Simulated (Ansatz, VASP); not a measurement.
PbS in VASP and in Ansatz

INCAR

```
PREC = Accurate
ENCUT = 520
EDIFF = 1E-8
ISMEAR = -1
SIGMA = 0.01
LREAL = F
LASPH = T
NELM = 100
ALGO = Normal
ISIF = 2
LWAVE = F
LCHARG = F
GGA = PE
LEFG = T
NBANDS = 28
```

The input KPOINTS:

```
Automatic mesh
0
Gamma
  7 7 3
```

Contents of POSCAR:

```
PbS
1.0
    2.9695000000     -2.9294050000     -0.0004050000
    2.9115000000      2.8705950000     -0.0584050000
   -1.1971429000     -0.1062924000     11.7200905000
Pb S
2 2
Direct
    0.7756000000      0.7756000000      0.6363800000
    0.2244000000      0.2244000000      0.3636200000
    0.2684000000      0.2684000000      0.5986000000
    0.7316000000      0.7316000000      0.4014000000
```

Input for Ansatz:

```yaml
crystal:
  lattice:
    - [2.9695, -2.929405, -0.000405]
    - [2.9115, 2.870595, -0.058405]
    - [-1.1971429, -0.1062924, 11.7200905]
  atoms:
    - { symbol: Pb, position: [0.7756, 0.7756, 0.63638] }
    - { symbol: Pb, position: [0.2244, 0.2244, 0.36362] }
    - { symbol: S, position: [0.2684, 0.2684, 0.5986] }
    - { symbol: S, position: [0.7316, 0.7316, 0.4014] }
kpoints:
  mp_grid: { grid: [7, 7, 3] }
scf:
  occupations: { method: fermi_dirac, width: 0.01 }
hamiltonian:
  xc: pbe
  pseudopotentials: { kind: paw }
output:
  forces: true
  stress: true
  eigenvalues: true
  efg: { contact_densities: true }
```

Change from the starting cell: equal xy, yz and zx shear strains of -2 %, PAW files.

Alike in both runs: task electric field gradients; functional PBE; k mesh 7 × 7 × 3; occupations fermi-dirac, width 0.01 eV; no spin polarisation.

```csv
,VASP,Ansatz
version,VASP 6.6.1,Ansatz 0.2.0
potentials or method,"VASP PAW PBE potentials, release 64 (Pb_d, S)","PAW with Ansatz's default frozen-core files, scalar-relativistic"
plane-wave cutoff (eV),520,420
valence electrons in the cell,40,40
```

Ansatz gave:

```
gap on the k mesh at the Fermi level (eV)            : 1.26
rms of the force components (eV/Å)                   : 0.171
size of Vzz on the site where it differs most (V/Å²) : 126.5
```

Question: Estimate VASP's values.

Answer: gap on the k mesh at the Fermi level (eV): 1.26; rms of the force components (eV/Å): 0.172; size of Vzz on the site where it differs most (V/Å²): 133.5.

Atom by atom the forces differ by 0.002 eV/Å (rms over components).

Neither program's run includes spin-orbit coupling.
